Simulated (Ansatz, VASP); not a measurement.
# Two plane-wave programs on As

INCAR

```
PREC = Accurate ; ENCUT = 520
EDIFF = 1E-7 ; ISMEAR = -1
SIGMA = 0.05 ; LREAL = False
LASPH = True ; NELM = 100
ALGO = Normal ; ISIF = 2
LWAVE = False ; LCHARG = True
GGA = PE ; LELF = True
LVHAR = True ; NBANDS = 12
```

The input KPOINTS:

```
Automatic mesh
0
Gamma
  6 6 8
```

POSCAR

```
As
1.0
    4.5664000000      0.0000000000      0.0000000000
   -2.2832000000      3.9546200000      0.0000000000
    0.0000000000      0.0000000000      2.7770652000
As
2
Direct
    0.3333300000      0.6666700000      0.0000000000
    0.6666700000      0.3333300000      0.0000000000
```

input.yaml

```yaml
crystal:
  lattice:
    - [4.5664, 0.0, 0.0]
    - [-2.2832, 3.95462, 0.0]
    - [0.0, 0.0, 2.7770652]
  atoms:
    - { symbol: As, position: [0.33333, 0.66667, 0.0] }
    - { symbol: As, position: [0.66667, 0.33333, 0.0] }
hamiltonian:
  xc: pbe
  pseudopotentials: { kind: paw }
kpoints:
  mp_grid: { grid: [6, 6, 8] }
  band_path:
    path:
      - [[0.0, 0.0, 0.0], [0.5, 0.0, 0.0], [0.3333333333, 0.3333333333, 0.0], [0.0, 0.0, 0.0], [0.0, 0.0, 0.5], [0.5, 0.0, 0.5], [0.3333333333, 0.3333333333, 0.5], [0.0, 0.0, 0.5]]
      - [[0.5, 0.0, 0.5], [0.5, 0.0, 0.0]]
      - [[0.3333333333, 0.3333333333, 0.0], [0.3333333333, 0.3333333333, 0.5]]
    npoints: 14
scf:
  occupations: { method: fermi_dirac, width: 0.05 }
  n_extra_bands: 6
output:
  forces: true
  stress: true
  eigenvalues: true
  fatbands: false
  write_density: true
  write_potential: true
  elf: true
  volumetric_format: npy
```

Alike in both runs: functional PBE; k mesh 6 × 6 × 8; occupations fermi-dirac, width 0.05 eV; no spin polarisation.

```csv
,VASP,Ansatz
version,VASP 6.6.1,Ansatz 0.2.0
potentials or method,"VASP PAW PBE potentials, release 64 (As)",Ansatz PAW
plane-wave cutoff (eV),520,420
valence electrons in the cell,10,30
task,single point,band structure
```

|  | VASP | Ansatz | Ansatz less VASP |
| --- | --- | --- | --- |
| gap on the k mesh at the Fermi level (eV) | none | none | - |
| pressure (GPa) | 0.8 | 0.6 | -0.13 |
| traceless stress, the component that is largest in VASP (GPa) | -0.58 | -0.55 | +0.033 |

A gap of «none» marks a metal or a gap that the smearing closes. The functional is the same, so the differences come from potentials, cutoffs and numerics. VASP's potentials hold 10 valence electrons a cell and Ansatz's 30, so a difference there can come from the potentials and not from the codes.
